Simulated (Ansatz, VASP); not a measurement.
# One calculation of TiB2, two programs

```
Ti B
1.0
     3.02920    0.00000    0.00000
    -1.51460    2.62336    0.00000
     0.00000    0.00000    3.22840
Ti B
1 2
Direct
  0.00000 0.00000 0.00000
  0.33333 0.66667 0.50000
  0.66667 0.33333 0.50000
```

Alike in both runs: task single point; functional PBE; k mesh 7 × 7 × 6; occupations fermi-dirac, width 0.1 eV; no spin polarisation.

```csv
,VASP,Ansatz
version,VASP 6.6.1,Ansatz 0.2.0
potentials or method,"VASP PAW PBE potentials, release 64 (Ti_sv, B), cutoff 520 eV","plane waves, PAW"
valence electrons in the cell,18,18
```

```csv
,VASP,Ansatz,Ansatz less VASP
pressure (GPa),0.5,0.3,-0.23
"traceless stress, the component that is largest in VASP (GPa)",-1.06,-1.08,-0.014
```
